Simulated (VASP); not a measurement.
Input of a VASP 6.6.1 run:

INCAR

```
SYSTEM = ZrB
ALGO     = Normal         ! electronic algorithm
EDIFF    = 1E-6           ! SCF threshold, eV
ENCUT    = 500            ! plane-wave cutoff, eV
GGA      = PE             ! functional
GGA_COMPAT= .FALSE.      
ISIF     = 2              ! what is computed and relaxed
ISMEAR   = 0              ! smearing method
IVDW     = 12             ! dispersion correction
LASPH    = .TRUE.         ! aspherical terms in the spheres
LCHARG   = .FALSE.        ! write CHGCAR
LREAL    = .FALSE.        ! projectors in reciprocal space
LWAVE    = .FALSE.        ! write WAVECAR
NBANDS   = 14             ! bands
NELM     = 120            ! most SCF steps
PREC     = Accurate       ! precision mode
SIGMA    = 0.05           ! smearing width, eV
```

The input KPOINTS:

```
k-points
0
G
  8 8 8
  0 0 0
```

File POSCAR:

```
ZrB
1.0
    0.0000000000      2.4142505228      2.4142505228
    2.4142505228      0.0000000000      2.4142505228
    2.4142505228      2.4142505228      0.0000000000
Zr B
1 1
Direct
    0.5000000000      0.5000000000      0.5000000000
    0.0000000000      0.0000000000      0.0000000000
```

Potentials or basis: VASP PAW PBE potentials, release 64 (Zr_sv, B).

Command:

```bash
$ cat potpaw_PBE.64/Zr_sv/POTCAR potpaw_PBE.64/B/POTCAR > POTCAR
$ mpirun -np 1 vasp_std > vasp.out
```

Predict the dispersion energy per atom.

-0.401 eV.

Estimate the pressure.

3.7 GPa.

Caveat: the cell stands under pressure.
